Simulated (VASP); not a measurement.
Here is a VASP 6.6.1 calculation.

Contents of INCAR:

```
SYSTEM = Ru
ALGO     = Fast           ! electronic algorithm
EDIFF    = 1E-7           ! SCF threshold, eV
ENCUT    = 520            ! plane-wave cutoff, eV
GGA      = PS             ! functional
ISIF     = 2              ! what is computed and relaxed
ISMEAR   = 0              ! smearing method
LASPH    = .True.         ! aspherical terms in the spheres
LCHARG   = .False.        ! write CHGCAR
LREAL    = .False.        ! projectors in reciprocal space
LWAVE    = .False.        ! write WAVECAR
NBANDS   = 21             ! bands
NELM     = 100            ! most SCF steps
PREC     = Accurate       ! precision mode
SIGMA    = 0.15           ! smearing width, eV
```

Contents of KPOINTS:

```
k-points
0
Gamma
  24 24 14
  0 0 0
```

POSCAR

```
Ru
1.0
    2.6222858996      0.0000000000      0.0000000000
   -1.3111429498      2.2709662050      0.0000000000
    0.0000000000      0.0000000000      4.3582189746
Ru
2
Direct
    0.3333333333      0.6666666667      0.2500000000
    0.6666666667      0.3333333333      0.7500000000
```

Potentials or basis: VASP PAW PBE potentials, release 64 (Ru_pv).

Command:

```bash
$ cat potpaw_PBE.64/Ru_pv/POTCAR > POTCAR
$ mpirun -np 1 vasp_std > vasp.out
```

Task: Predict the band gap on the k mesh.

Result: Zero (bands 14 and 15 overlap by 3.42 eV).

Task: Predict the pressure.

Result: 10.0 GPa.

Stress tensor (GPa, compression positive):
```
19.08  0.00  0.00
 0.00 19.08  0.00
 0.00  0.00 -8.15
```

Caveat: the cell differs from its parent crystal (strain -0.025 along x and y, +0.025 along z); the stress differs along the axes, from -8 to 19 GPa; the PAW data sets were made with another functional, which shifts forces and pressure a little.
